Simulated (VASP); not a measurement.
# MgO (I4/mmm) in VASP: notebook

MgO is run at these levels: r2SCAN; tasks: single point.

All numbers are computed with VASP 6.6.1; they aren't measurements. Logs are shortened: lines on timing, memory, paths and dates and some standing lists are left out, and cuts for length are marked.

## Step 1: The cell of the first run

Symmetry: I4/mmm, No. 139, tetragonal system. The conventional cell has a = 2.980 Å, b = 2.980 Å, c = 4.162 Å, α = 90.00°, β = 90.00°, γ = 90.00°. Within 2.8 Å of Mg (site symmetry 4/mmm) lie 6 O at 2.08 to 2.11 Å. Within 2.8 Å of O (site symmetry 4/mmm) lie 6 Mg at 2.08 to 2.11 Å.

## Step 2: Single point, r2SCAN (uniaxial strain along c: -1.0 %, then relaxed in part)

The input, POSCAR:

```
MgO
1.0
    2.1072534711      2.1072534711      0.0000000000
   -2.1072534711      2.1072534711      0.0000000000
    0.0000000000      0.0000000000      4.1623578852
Mg O
2 2
Direct
    0.0000000000      0.0000000000      0.0000000000
    0.5000000000      0.5000000000      0.5000000000
    0.5000000000      0.5000000000      0.0000000000
    0.0000000000      0.0000000000      0.5000000000
```

The input, INCAR.step1:

```
SYSTEM = MgO
PREC = Accurate
ENCUT = 520
ISMEAR = 0
SIGMA = 0.02
LREAL = .False.
LASPH = .True.
NELM = 60
NBANDS = 16
GGA = PE
ALGO = Normal
EDIFF = 1E-4
LWAVE = .True.
LCHARG = .False.
```

The input, INCAR.step2:

```
SYSTEM = MgO
PREC = Accurate
ENCUT = 520
EDIFF = 1E-6
ISMEAR = 0
SIGMA = 0.02
LREAL = .False.
LASPH = .True.
NELM = 60
ALGO = Normal
ISIF = 2
LWAVE = .False.
LCHARG = .False.
METAGGA = R2SCAN
LMIXTAU = .True.
NBANDS = 16
ISTART = 1
```

The input, KPOINTS:

```
regular mesh
0
Gamma
  8 8 6
  0 0 0
```

Potentials or basis: VASP PAW PBE potentials, release 64 (Mg, O).

Run with:

```sh
$ cat potpaw_PBE.64/Mg/POTCAR potpaw_PBE.64/O/POTCAR > POTCAR
$ cp INCAR.step1 INCAR
$ mpirun -np 1 vasp_std > vasp.out
$ cp INCAR.step2 INCAR
$ mpirun -np 1 vasp_std > vasp.out
```

OUTCAR:

```text
SYSTEM = MgO
   PREC = Accurate
   ENCUT = 520
   EDIFF = 1E-6
   ISMEAR = 0
   LREAL = .False.
   LASPH = .True.
   NELM = 60
   ISIF = 2
   METAGGA = R2SCAN
   ISTART = 1

 ion  position               nearest neighbor table
   1  0.000  0.000  0.000-   4 2.08   4 2.08   3 2.11   3 2.11   3 2.11   3 2.11   2 2.96   2 2.96
                             2 2.96   2 2.96   2 2.96   2 2.96   2 2.96   2 2.96
   2  0.500  0.500  0.500-   3 2.08   3 2.08   4 2.11   4 2.11   4 2.11   4 2.11   1 2.96   1 2.96
                             1 2.96   1 2.96   1 2.96   1 2.96   1 2.96   1 2.96
   3  0.500  0.500  0.000-   2 2.08   2 2.08   1 2.11   1 2.11   1 2.11   1 2.11
   4  0.000  0.000  0.500-   1 2.08   1 2.08   2 2.11   2 2.11   2 2.11   2 2.11

  LATTYP: Found a simple tetragonal cell.
 ALAT       =     2.9801064382
 C/A-ratio  =     1.3967145038

  Lattice vectors:

 A1 = (   2.1072534711,   2.1072534711,   0.0000000000)
 A2 = (  -2.1072534711,   2.1072534711,   0.0000000000)
 A3 = (   0.0000000000,   0.0000000000,   4.1623578852)

Analysis of symmetry for initial positions (statically):
=====================================================================
 Subroutine PRICEL returns following result:

  LATTYP: Found a body centered tetragonal cell.
 ALAT       =     2.9801064382
 C/A-ratio  =     1.3967145038

  Lattice vectors:

 A1 = (   0.0000000000,  -2.1072534711,  -2.0811789426)
 A2 = (   0.0000000000,   2.1072534711,  -2.0811789426)
 A3 = (   2.1072534711,   0.0000000000,   2.0811789426)

   2 primitive cells build up your supercell.

 Routine SETGRP: Setting up the symmetry group for a
 simple tetragonal supercell.

 Subroutine GETGRP returns: Found 16 space group operations
 (whereof 16 operations were pure point group operations)
 out of a pool of 16 trial point group operations.

The static configuration has the point symmetry D_4h.

Analysis of symmetry for dynamics (positions and initial velocities):
=====================================================================
 Subroutine PRICEL returns following result:

  LATTYP: Found a body centered tetragonal cell.
 ALAT       =     2.9801064382
 C/A-ratio  =     1.3967145038

  Lattice vectors:

 A1 = (   0.0000000000,  -2.1072534711,  -2.0811789426)
 A2 = (   0.0000000000,   2.1072534711,  -2.0811789426)
 A3 = (   2.1072534711,   0.0000000000,   2.0811789426)

   2 primitive cells build up your supercell.

[... 107 lines left out ...]
   EDIFF  = 0.1E-05   stopping-criterion for ELM
   LREAL  =      F    real-space projection
   EDIFFG = 0.1E-04   stopping-criterion for IOM
   NSW    =      0    number of steps for IOM
   IBRION =     -1    ionic relax: 0-MD 1-quasi-New 2-CG
   NFREE  =      0    steps in history (QN), initial steepest desc. (CG)
   ISIF   =      2    stress and relaxation
   ISYM   =      2    0-nonsym 1-usesym 2-fastsym
   POTIM  = 0.5000    time-step for ionic-motion
   TEBEG  =    0.0;   TEEND  =   0.0 temperature during run
   PSTRESS=    0.0 pullay stress
   NELECT =      16.0000    total number of electrons
   NUPDOWN=      -1.0000    fix difference up-down
   EMIN   =  10.00;   EMAX   =-10.00  energy-range for DOS
   EFERMI =   0.00;   METHOD = LEGACY
   ISMEAR =     0;   SIGMA  =   0.02  broadening in eV -4-tet -1-fermi 0-gaus
   EFERMI_NEDOS =   21; number of points for ismear=-14 and -15
   IALGO  =     38    algorithm
   IMIX   =      4    mixing-type and parameters
     AMIX     =   0.40;   BMIX     =  1.00
     AMIX_MAG =   1.60;   BMIX_MAG =  1.00
  volume/ion in A,a.u.               =       9.24        62.36
  Fermi-wavevector in a.u.,A,eV,Ry     =   1.238361  2.340162 20.865041  1.533537
  Thomas-Fermi vector in A             =   2.372889
   LORBIT       =      0    0 simple, 1 ext, 2 COOP (PROOUT), +10 PAW based schemes
   METAGGA = R2SCAN    functional components
   LHFCALC =     F    Hartree Fock is set to
   AEXX    =    0.0000 exact exchange contribution
   IVDW    =     0    specifies the selected vdW correction
   LEPSILON=     F    determine dielectric tensor
   LRPA    =     F    only Hartree local field effects (RPA)
 non-spin polarized calculation
 Gauss-broadening in eV      SIGMA  =   0.02
  energy-cutoff  :      520.00
  volume of cell :       36.97
 maximum number of plane-waves:      1015
 NGX is ok and might be reduce to    24
   NGX = 11   NGY = 11   NGZ = 15

 number of electron      15.9999999 magnetization

 Free energy of the ion-electron system (eV)
  ---------------------------------------------------
  ext. energy  EPLUGINS =         0.00000000
  ---------------------------------------------------
  free energy    TOTEN  =       -32.32037364 eV

  energy without entropy =      -32.32037364  energy(sigma->0) =      -32.32037364

 E-fermi :   3.0004     XC(G=0): -11.6498

 val. band max:        2.8638375474   @ k =   0.0000   0.0000   0.0000
 cond. band min:       8.5662317725   @ k =   0.0000   0.0000   0.0000
 fundamental gap:      5.7023942251
 Fermi energy:         3.0003965467

 k-point     1 :       0.0000    0.0000    0.0000
  band No.  band energies     occupation
      1     -15.4011      2.00000
      2     -13.8505      2.00000
      3      -1.2597      2.00000
      4       1.4287      2.00000
      5       1.4287      2.00000
      6       2.8363      2.00000
[... 433 lines left out ...]
      3      -0.9874      2.00000
      4      -0.9874      2.00000
      5       1.2075      2.00000
      6       1.2075      2.00000
[... 8 lines left out ...]
     15      21.2264      0.00000
     16      21.2264      0.00000

 [... further k-points ...]

------------------------ aborting loop because EDIFF is reached ----------------------------------------

  FORCE on cell =-STRESS in cart. coord.  units (eV):
  Direction    XX          YY          ZZ          XY          YZ          ZX
  --------------------------------------------------------------------------------------
  -------------------------------------------------------------------------------------
  Total       -0.2628026     -0.2628026      0.3809799      0.0000000     -0.0000000     -0.0000000
  in kB      -11.3903565    -11.3903565     16.5123818      0.0000000     -0.0000000     -0.0000000
  external PRESSURE =      -2.0894438 kB  Pullay stress =       0.0000000 kB

 VOLUME and BASIS-vectors are now :
 -----------------------------------------------------------------------------
  energy-cutoff  :      520.00
  volume of cell :       36.97
      direct lattice vectors                 reciprocal lattice vectors
     2.107253471  2.107253471  0.000000000     0.237275680  0.237275680  0.000000000
    -2.107253471  2.107253471  0.000000000    -0.237275680  0.237275680  0.000000000
     0.000000000  0.000000000  4.162357885     0.000000000  0.000000000  0.240248443

 POSITION                                       TOTAL-FORCE (eV/Angst)
 -----------------------------------------------------------------------------------
      0.00000      0.00000      0.00000        -0.000000      0.000000     -0.000000
      0.00000      2.10725      2.08118         0.000000     -0.000000     -0.000000
      0.00000      2.10725      0.00000         0.000000      0.000000      0.000000
      0.00000      0.00000      2.08118        -0.000000     -0.000000      0.000000
 -----------------------------------------------------------------------------------
    total drift:                                0.000000     -0.000000     -0.000000

  FREE ENERGIE OF THE ION-ELECTRON SYSTEM (eV)
  ---------------------------------------------------
  free  energy   TOTEN  =       -32.3203736412 eV

  energy  without entropy=      -32.3203736412  energy(sigma->0) =      -32.32037364
```

Run time: 3.1 min. Hardware: 1 thread of Intel Xeon 8259CL, shared host; peak memory 0.18 GiB.

What came out:

| Item | Value |
| --- | --- |
| Free energy | -32.3204 eV |
| Pressure | -0.2 GPa |
| Band gap on the k mesh | 5.70 eV |

Levels at points of the mesh, in eV from the valence-band top:
```csv
k point,band 6,band 7,band 8,band 9,band 10,band 11
"(0.00, 0.00, 0.00)",-0.03,0.00,0.00,5.70,9.95,11.16
"(0.50, 0.00, 0.00)",-2.04,-0.71,-0.71,10.53,10.53,12.97
"(0.50, 0.50, 0.00)",-1.42,-1.34,-1.34,10.08,10.08,11.18
"(0.00, 0.00, 0.50)",-0.79,-0.79,-0.79,9.11,9.11,12.10
"(0.50, 0.00, 0.50)",-0.71,-0.68,-0.68,8.86,8.86,13.92
"(0.50, 0.50, 0.50)",-3.00,-1.85,-1.85,12.77,12.77,12.77
```

Caveat: the cell differs from its parent crystal (uniaxial strain along c: -1.0 %, then relaxed in part); the PAW data sets were made with another functional, which shifts forces and pressure a little.

## Step 3: Single point, r2SCAN (uniaxial strain along c: -1.0 %)

POSCAR: that of step 2 with these lines changed.

```diff
@@ -2,4 +2,4 @@
 1.0
-    2.1072534711      2.1072534711      0.0000000000
-   -2.1072534711      2.1072534711      0.0000000000
+    2.1074564545      2.1074564545      0.0000000000
+   -2.1074564545      2.1074564545      0.0000000000
     0.0000000000      0.0000000000      4.1623578852
```

The input, INCAR.step1:

```
PREC = Accurate
ENCUT = 520
ISMEAR = 0
SIGMA = 0.02
LREAL = False
LASPH = True
NELM = 80
NBANDS = 16
GGA = PE
ALGO = Normal
EDIFF = 1E-4
LWAVE = True
LCHARG = False
```

The input, INCAR.step2:

```
PREC = Accurate
ENCUT = 520
EDIFF = 1E-6
ISMEAR = 0
SIGMA = 0.02
LREAL = False
LASPH = True
NELM = 80
ALGO = Normal
ISIF = 2
LWAVE = False
LCHARG = False
METAGGA = R2SCAN
LMIXTAU = True
NBANDS = 16
ISTART = 1
```

The input, KPOINTS:

```
Automatic mesh
0
Gamma
  8 8 6
```

Potentials or basis: VASP PAW PBE potentials, release 64 (Mg, O).

Run with:

```sh
$ cat potpaw_PBE.64/Mg/POTCAR potpaw_PBE.64/O/POTCAR > POTCAR
$ cp INCAR.step1 INCAR
$ mpirun -np 1 vasp_std > vasp.out
$ cp INCAR.step2 INCAR
$ mpirun -np 1 vasp_std > vasp.out
```

It took 2.2 min on 1 thread of Intel Xeon 8259CL, shared host; peak memory 0.17 GiB.

The run converged. Its results:

```yaml
Free_energy: -32.3203 eV
Pressure: -0.2 GPa
Band_gap_on_the_k_mesh: 5.70 eV
```

Stress tensor (GPa, compression positive):
```
-1.18  0.00  0.00
 0.00 -1.18  0.00
 0.00  0.00  1.63
```

Levels at points of the mesh, in eV from the valence-band top:
```csv
k point,band 4,band 5,band 6,band 7,band 8,band 9,band 10,band 11,band 12,band 13
"(0.00, 0.00, 0.00)",-1.44,-1.44,-0.03,0.00,0.00,5.70,9.95,11.16,14.51,16.84
"(0.50, 0.00, 0.00)",-3.50,-2.04,-2.04,-0.71,-0.71,10.53,10.53,12.97,12.97,15.31
"(0.50, 0.50, 0.00)",-4.17,-1.42,-1.42,-1.34,-1.34,10.08,10.08,11.18,11.18,14.34
"(0.00, 0.00, 0.50)",-2.65,-0.79,-0.79,-0.79,-0.79,9.11,9.11,12.10,12.10,16.98
"(0.50, 0.00, 0.50)",-4.67,-0.71,-0.71,-0.68,-0.68,8.86,8.86,13.92,13.92,17.38
"(0.50, 0.50, 0.50)",-3.00,-3.00,-3.00,-1.85,-1.85,12.77,12.77,12.77,12.77,13.49
```

Caveat: the cell differs from its parent crystal (uniaxial strain along c: -1.0 %); the PAW data sets were made with another functional, which shifts forces and pressure a little.

## Step 4: Single point, r2SCAN

POSCAR: that of step 3 with these lines changed.

```diff
@@ -2,4 +2,4 @@
 1.0
-    2.1074564545      2.1074564545      0.0000000000
-   -2.1074564545      2.1074564545      0.0000000000
+    2.1072534711      2.1072534711      0.0000000000
+   -2.1072534711      2.1072534711      0.0000000000
     0.0000000000      0.0000000000      4.1623578852
```

The input, INCAR.step1:

```
ALGO = Normal
EDIFF = 1E-4
ENCUT = 520
GGA = PE
ISMEAR = 0
LASPH = T
LCHARG = F
LREAL = F
LWAVE = T
NBANDS = 16
NELM = 100
PREC = Accurate
SIGMA = 0.02
```

The input, INCAR.step2:

```
ALGO = Normal
EDIFF = 1E-6
ENCUT = 520
ISIF = 2
ISMEAR = 0
ISTART = 1
LASPH = T
LCHARG = F
LMIXTAU = T
LREAL = F
LWAVE = F
METAGGA = R2SCAN
NBANDS = 16
NELM = 100
PREC = Accurate
SIGMA = 0.02
```

The input, KPOINTS:

```
k-points
0
Gamma
  8 8 6
```

Run with:

```sh
$ cat potpaw_PBE.64/Mg/POTCAR potpaw_PBE.64/O/POTCAR > POTCAR
$ cp INCAR.step1 INCAR
$ mpirun -np 1 vasp_std > vasp.out
$ cp INCAR.step2 INCAR
$ mpirun -np 1 vasp_std > vasp.out
```

Wall time 2.4 min (1 thread of Intel Xeon 8259CL, shared host); peak memory 0.18 GiB.

The run converged. Its results:

```
Free energy            : -32.3204 eV
Pressure               : -0.2 GPa
Band gap on the k mesh : 5.70 eV
```

Stress tensor (GPa, compression positive):
```
-1.14  0.00  0.00
 0.00 -1.14  0.00
 0.00  0.00  1.65
```

Levels at points of the mesh, in eV from the valence-band top:
| k point | band 4 | band 5 | band 6 | band 7 | band 8 | band 9 | band 10 | band 11 | band 12 | band 13 |
| --- | --- | --- | --- | --- | --- | --- | --- | --- | --- | --- |
| (0.00, 0.00, 0.00) | -1.44 | -1.44 | -0.03 | 0.00 | 0.00 | 5.70 | 9.95 | 11.16 | 14.51 | 16.84 |
| (0.50, 0.00, 0.00) | -3.50 | -2.04 | -2.04 | -0.71 | -0.71 | 10.53 | 10.53 | 12.97 | 12.97 | 15.32 |
| (0.50, 0.50, 0.00) | -4.17 | -1.42 | -1.42 | -1.34 | -1.34 | 10.08 | 10.08 | 11.18 | 11.18 | 14.34 |
| (0.00, 0.00, 0.50) | -2.65 | -0.79 | -0.79 | -0.79 | -0.79 | 9.11 | 9.11 | 12.10 | 12.10 | 16.98 |
| (0.50, 0.00, 0.50) | -4.67 | -0.71 | -0.71 | -0.68 | -0.68 | 8.86 | 8.86 | 13.92 | 13.92 | 17.38 |
| (0.50, 0.50, 0.50) | -3.00 | -3.00 | -3.00 | -1.85 | -1.85 | 12.77 | 12.77 | 12.77 | 12.77 | 13.49 |

Caveat: the PAW data sets were made with another functional, which shifts forces and pressure a little.

(Continued in part 2 of 2.)
